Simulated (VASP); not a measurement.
The system is CuO.

```
Cu O
1.0
     1.99097   -2.15355    0.00000
     1.99097    2.15355    0.00000
     0.00000    0.00000    5.15593
Cu O
2 2
Direct
  0.50000 0.00000 0.00000
  0.00000 0.50000 0.50000
  0.50000 0.50000 0.25000
  0.50000 0.50000 0.75000
```

| Item | Value |
| --- | --- |
| Program | VASP 6.6.1 |
| Task | relaxation of cell and atoms |
| Functional | PBEsol |
| Potentials or basis | VASP PAW PBE potentials, release 64 (Cu, O) |
| Cutoff | 600 eV |
| k mesh | 7 × 7 × 4 |
| Occupations | fermi-dirac, width 0.05 eV |
| Spin | no spin polarisation |

At the start: pressure -5.5 GPa; volume 11.05 Å³/atom.

**Question.** How do energy, volume and symmetry change on relaxing?

**Answer.** Over 17 steps the energy falls by 7.9 meV/atom and the volume is 10.71 Å³/atom (-3.1 %); space group P4_2/mmc (No. 131, to 0.05 Å).

The path:
```tsv
step	energy change (eV)	largest force (eV/Å)	pressure (GPa)	volume (Å³)
1	0.0000	0.0000	-5.45	44.21
2	-0.0144	0.0000	4.08	41.85
3	-0.0263	0.0000	-0.05	42.77
4	-0.0263	0.0000	0.10	42.74
5	-0.0270	0.0000	0.11	42.71
6	-0.0277	0.0000	0.15	42.66
7	-0.0275	0.0000	0.29	42.56
8	-0.0278	0.0000	0.25	42.62
9	-0.0284	0.0000	-0.23	42.74
10	-0.0285	0.0000	-0.64	42.85
11	-0.0288	0.0000	-0.55	42.86
12	-0.0294	0.0000	-0.53	42.86
13	-0.0304	0.0000	-0.37	42.86
14	-0.0311	0.0000	-0.05	42.85
15	-0.0311	0.0000	-0.02	42.85
16	-0.0313	0.0000	-0.10	42.85
17	-0.0316	0.0000	-0.10	42.83
```

Final structure:
```yaml
crystal:
  lattice:
    - [2.04797, -2.04998, 0.00000]
    - [2.04797, 2.04998, 0.00000]
    - [0.00000, 0.00000, 5.10094]
  atoms:
    - { symbol: Cu, position: [0.50000, 0.00000, 0.00000] }
    - { symbol: Cu, position: [0.00000, 0.50000, 0.50000] }
    - { symbol: O, position: [0.50000, 0.50000, 0.25000] }
    - { symbol: O, position: [0.50000, 0.50000, 0.75000] }
```

Caveat: the PAW data sets were made with another functional, which shifts forces and pressure a little.
